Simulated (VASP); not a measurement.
A run of VASP 6.6.1:

The input POSCAR:

```
CoSi2
1.0
    0.0000000000      2.6539807689      2.6539807689
    2.6539807689      0.0000000000      2.6539807689
    2.6539807689      2.6539807689      0.0000000000
Co Si
1 2
Direct
    0.0000000000      0.0000000000      0.0000000000
    0.2500000000      0.2500000000      0.2500000000
    0.7500000000      0.7500000000      0.7500000000
```

The input INCAR.step1:

```
SYSTEM = CoSi2
PREC = Accurate
ENCUT = 520
ISMEAR = -1
SIGMA = 0.1
LREAL = .FALSE.
LASPH = .TRUE.
NELM = 150
ISPIN = 2
MAGMOM = 2.5 0 0
LMAXMIX = 4
NBANDS = 20
GGA = PE
ALGO = Normal
EDIFF = 1E-4
LWAVE = .TRUE.
LCHARG = .FALSE.
```

The input INCAR.step2:

```
SYSTEM = CoSi2
PREC = Accurate
ENCUT = 520
EDIFF = 1E-6
ISMEAR = -1
SIGMA = 0.1
LREAL = .FALSE.
LASPH = .TRUE.
NELM = 150
ALGO = Normal
ISIF = 2
LWAVE = .FALSE.
LCHARG = .FALSE.
ISPIN = 2
MAGMOM = 2.5 0 0
LORBIT = 11
LMAXMIX = 4
METAGGA = R2SCAN
LMIXTAU = .TRUE.
NBANDS = 20
ISTART = 1
```

File KPOINTS:

```
Automatic mesh
0
G
  9 9 9
  0 0 0
```

Potentials or basis: VASP PAW PBE potentials, release 64 (Co, Si).

Launch:

```console
$ cat potpaw_PBE.64/Co/POTCAR potpaw_PBE.64/Si/POTCAR > POTCAR
$ cp INCAR.step1 INCAR
$ mpirun -np 1 vasp_std > vasp.out
$ cp INCAR.step2 INCAR
$ mpirun -np 1 vasp_std > vasp.out
```

Hardware: 1 thread of Intel Xeon 8259CL, with other jobs on the host.

Task: Estimate the wall time of this run.

Result: Run time: 5 min on 1 thread of Intel Xeon 8259CL, on a shared host, peak memory 0.21 GiB. Counts: k points 35.
